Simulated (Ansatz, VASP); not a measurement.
# Ir: VASP beside Ansatz

Contents of INCAR:

```
SYSTEM = Ir
ALGO = Normal
EDIFF = 1E-6
ENCUT = 520
GGA = PS
GGA_COMPAT = .False.
ISIF = 2
ISMEAR = -1
LASPH = .True.
LCHARG = .False.
LMAXMIX = 4
LNONCOLLINEAR = .True.
LORBIT = 11
LORBMOM = .True.
LREAL = .False.
LSORBIT = .True.
LWAVE = .False.
MAGMOM = 0 0 0
NBANDS = 20
NELM = 150
PREC = Accurate
SIGMA = 0.05
```

The input KPOINTS:

```
k-points
0
Gamma
  12 12 12
  0 0 0
```

The input POSCAR:

```
Ir
1.0
    0.0000000000      1.9156000000      1.9156000000
    1.9156000000      0.0000000000      1.9156000000
    1.9156000000      1.9156000000      0.0000000000
Ir
1
Direct
    0.0000000000      0.0000000000      0.0000000000
```

input.yaml

```yaml
crystal:
  lattice:
    - [0.0, 1.9156, 1.9156]
    - [1.9156, 0.0, 1.9156]
    - [1.9156, 1.9156, 0.0]
  atoms:
    - { symbol: Ir, position: [0.0, 0.0, 0.0] }
hamiltonian:
  xc: pbesol
  pseudopotentials: { kind: paw_fr }
magnetization:
  noncollinear: true
  spin_orbit: true
kpoints:
  mp_grid: { grid: [12, 12, 12] }
  band_path:
    path:
      - [[0.0, 0.0, 0.0], [0.5, 0.0, 0.5], [0.5, 0.25, 0.75], [0.375, 0.375, 0.75], [0.0, 0.0, 0.0], [0.5, 0.5, 0.5], [0.625, 0.25, 0.625], [0.5, 0.25, 0.75], [0.5, 0.5, 0.5], [0.375, 0.375, 0.75]]
      - [[0.625, 0.25, 0.625], [0.5, 0.0, 0.5]]
    npoints: 14
scf:
  occupations: { method: fermi_dirac, width: 0.05 }
  n_extra_bands: 6
output:
  forces: true
  stress: true
  eigenvalues: true
  fatbands: false
```

Alike in both runs: functional PBEsol; k mesh 12 × 12 × 12; occupations fermi-dirac, width 0.05 eV; non-collinear spin, spin-orbit coupling.

|  | VASP | Ansatz |
| --- | --- | --- |
| version | VASP 6.6.1 | Ansatz 0.2.0 |
| potentials or method | VASP PAW PBE potentials, release 64 (Ir) | Ansatz PAW |
| plane-wave cutoff (eV) | 520 | 420 |
| valence electrons in the cell | 9 | 17 |
| task | single point | band structure |

Ansatz gave:

```
pressure (GPa)           : 0.0
net moment per atom (μB) : 0.00
```

Task: Estimate VASP's values.

Result: Pressure (GPa): 1.3; net moment per atom (μB): 0.00.

VASP's potentials were made for PBE, not for PBEsol. With one functional, cell and mesh, what is left measures potentials, basis and numerics. VASP's potentials hold 9 valence electrons a cell and Ansatz's 17, so a difference there can come from the potentials and not from the codes.
